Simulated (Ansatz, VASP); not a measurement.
# CdS in VASP and in Ansatz

```
Cd S
1.0
     0.00000    2.93921    2.93921
     2.93921    0.00000    2.93921
     2.93921    2.93921    0.00000
Cd S
1 1
Direct
  0.00000 0.00000 0.00000
  0.25000 0.25000 0.25000
```

Alike in both runs: task single point; functional r2SCAN; k mesh 8 × 8 × 8; occupations fermi-dirac, width 0.02 eV; non-collinear spin, spin-orbit coupling.

```csv
,VASP,Ansatz
version,VASP 6.6.1,Ansatz 0.2.0
potentials or method,"VASP PAW PBE potentials, release 64 (Cd, S)","plane waves, PAW"
plane-wave cutoff (eV),520,500
valence electrons in the cell,18,26
```

Ansatz gave:

- pressure (GPa): -0.1
- net moment per atom (μB): 0.00

Task: What did VASP give for the same quantities?

Result: Pressure (GPa): 0.3; net moment per atom (μB): 0.00.

VASP's potentials were made for PBE, not for r2SCAN. The functional is the same, so the differences come from potentials, cutoffs and numerics. VASP's potentials hold 18 valence electrons a cell and Ansatz's 26, so a difference there can come from the potentials and not from the codes.
